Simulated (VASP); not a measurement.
WC, 2 atoms in the cell. The structure is cubic, space group F-43m (No. 216). The conventional cell has a = 4.702 Å, b = 4.702 Å, c = 4.702 Å, α = 90.00°, β = 90.00°, γ = 90.00°. W (site symmetry -43m) has 4 C at 2.04 Å within 2.7 Å. Within 2.7 Å of C (site symmetry -43m) lie 4 W at 2.04 Å. The cell was generated, and may not be a known phase.

| Quantity | Value |
| --- | --- |
| Program | VASP 6.6.1 |
| Task | single point |
| Functional | PBE |
| Potentials or basis | VASP PAW PBE potentials, release 64 (W_sv, C) |
| Cutoff | 600 eV |
| k mesh | 7 × 7 × 7 |
| Occupations | gaussian, width 0.2 eV |
| Spin | no spin polarisation |
| Dipole correction | no |
| Further INCAR settings | ALGO = Normal; EDIFF = 1e-06; NBANDS = 16 |

Potentials or basis: VASP PAW PBE potentials, release 64 (W_sv, C).

Run with:

```bash
$ cat potpaw_PBE.64/W_sv/POTCAR potpaw_PBE.64/C/POTCAR > POTCAR
$ mpirun -np 1 vasp_std > vasp.out
```

Hardware: 1 thread of Intel(R) Xeon(R) Platinum 8488C (Sapphire Rapids) (shared host).

Question: Estimate the wall time of this run.

Answer: Run time: 6.9 s on 1 thread of Intel(R) Xeon(R) Platinum 8488C (Sapphire Rapids), with other jobs on the host, peak memory 0.16 GiB. Counts: scf iterations 13, k points 20.
